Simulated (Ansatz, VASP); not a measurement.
TaN in VASP and in Ansatz

INCAR

```
PREC = Accurate
ENCUT = 520
EDIFF = 1E-6
ISMEAR = 1
SIGMA = 0.1
LREAL = False
LASPH = True
NELM = 80
ALGO = Normal
ISIF = 2
LWAVE = False
LCHARG = False
GGA = PE
NBANDS = 15
```

KPOINTS

```
regular mesh
0
Gamma
  3 3 3
```

The input POSCAR:

```
TaN
1.0
    3.0815710000      0.0000000000      0.0000000000
    1.5407855000      2.6687187696      0.0000000000
    1.5407855000      0.8895729232      2.5160921854
Ta N
1 1
Direct
    0.5000000000      0.5000000000      0.5000000000
    0.0000000000      0.0000000000      0.0000000000
```

Input for Ansatz:

```yaml
crystal:
  lattice:
    - [3.081571, 0.0, 0.0]
    - [1.5407855000000004, 2.668718769565416, 0.0]
    - [1.5407855000000004, 0.8895729231884723, 2.516092185386033]
  atoms:
    - { symbol: Ta, position: [0.5000000000000001, 0.5, 0.5] }
    - { symbol: "N", position: [0.0, 0.0, 0.0] }
basis:
  ecutwfc: 420.0
kpoints:
  mp_grid:
    grid: [3, 3, 3]
hamiltonian:
  xc: pbe
scf:
  occupations:
    method: cold
    width: 0.1
output:
  forces: true
  stress: true
```

Alike in both runs: task single point; functional PBE; k mesh 3 × 3 × 3; no spin polarisation.

```csv
,VASP,Ansatz
version,VASP 6.6.1,Ansatz 0.2.0
potentials or method,"VASP PAW PBE potentials, release 64 (Ta_pv, N), cutoff 520 eV","plane waves, PAW"
occupations,"methfessel-paxton of order 1, width 0.1 eV","cold, width 0.1 eV"
valence electrons in the cell,16,18
```

|  | VASP | Ansatz | Ansatz less VASP |
| --- | --- | --- | --- |
| pressure (GPa) | 22.1 | 21.1 | -1.00 |

VASP's potentials hold 16 valence electrons a cell and Ansatz's 18, so a difference there can come from the potentials and not from the codes.

The k mesh is coarse, so the values compare programs but aren't converged. Neither program's run includes spin-orbit coupling.
